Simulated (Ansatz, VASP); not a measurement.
## One calculation of SrO, two programs

POSCAR

```
SrO
1.0
    0.0000000000      2.5698000000      2.5698000000
    2.5698000000      0.0000000000      2.5698000000
    2.5698000000      2.5698000000      0.0000000000
Sr O
1 1
Direct
   -0.0729628765     -0.0729628765      0.0729628765
    0.5000000000      0.5000000000      0.5000000000
```

File INCAR.step1:

```
ALGO     = Normal         # electronic algorithm
EDIFF    = 1E-4           # SCF threshold, eV
ENCUT    = 520            # plane-wave cutoff, eV
GGA      = PE             # functional
ISMEAR   = 0              # smearing method
LASPH    = T              # aspherical terms in the spheres
LCHARG   = F              # write CHGCAR
LREAL    = F              # projectors in reciprocal space
LWAVE    = T              # write WAVECAR
NBANDS   = 15             # bands
NELM     = 80             # most SCF steps
PREC     = Accurate       # precision mode
SIGMA    = 0.05           # smearing width, eV
```

Contents of INCAR.step2:

```
ALGO     = Normal         # electronic algorithm
EDIFF    = 1E-6           # SCF threshold, eV
ENCUT    = 520            # plane-wave cutoff, eV
ISIF     = 2              # what is computed and relaxed
ISMEAR   = 0              # smearing method
ISTART   = 1            
LASPH    = T              # aspherical terms in the spheres
LCHARG   = T              # write CHGCAR
LELF     = T              # ELF
LMIXTAU  = T            
LREAL    = F              # projectors in reciprocal space
LVHAR    = T            
LWAVE    = F              # write WAVECAR
METAGGA  = R2SCAN         # meta-GGA
NBANDS   = 15             # bands
NELM     = 80             # most SCF steps
PREC     = Accurate       # precision mode
SIGMA    = 0.05           # smearing width, eV
```

The input KPOINTS:

```
k-points
0
Gamma
  8 8 8
```

Input for Ansatz:

```yaml
crystal:
  lattice:
    - [0.0, 2.5698, 2.5698]
    - [2.5698, 0.0, 2.5698]
    - [2.5698, 2.5698, 0.0]
  atoms:
    - { symbol: Sr, position: [-0.0729628765, -0.0729628765, 0.0729628765] }
    - { symbol: O, position: [0.5, 0.5, 0.5] }
basis:
  ecutwfc: 500
kpoints:
  mp_grid: { grid: [8, 8, 8] }
hamiltonian:
  xc: r2scan
scf:
  occupations: { method: gaussian, width: 0.05 }
output:
  forces: true
  stress: true
  eigenvalues: true
```

Change from the starting cell: all Sr atoms moved +0.375 Å, as atom 1 towards its neighbour atom 2 (O) at 2.570 Å.

Alike in both runs: task single point; functional r2SCAN; k mesh 8 × 8 × 8; occupations gaussian, width 0.05 eV; no spin polarisation.

```csv
,VASP,Ansatz
version,VASP 6.6.1,Ansatz 0.2.0
potentials or method,"VASP PAW PBE potentials, release 64 (Sr_sv, O), cutoff 520 eV","scalar-relativistic, plane waves, PAW"
valence electrons in the cell,16,16
```

Ansatz gave:

| Quantity | Value |
| --- | --- |
| gap on the k mesh at the Fermi level (eV) | 3.84 |
| least direct gap on the mesh (eV) | 3.96 |
| pressure (GPa) | 5.9 |
| traceless stress, the component that is largest in VASP (GPa) | 11.49 |
| rms of the force components (eV/Å) | 1.049 |

**Question.** Estimate VASP's values.

**Answer.** gap on the k mesh at the Fermi level (eV): 3.80; least direct gap on the mesh (eV): 3.92; pressure (GPa): 6.6; traceless stress, the component that is largest in VASP (GPa): 12.18; rms of the force components (eV/Å): 1.114.

VASP's potentials were made for PBE, not for r2SCAN. Atom by atom the forces differ by 0.064 eV/Å (rms over components).
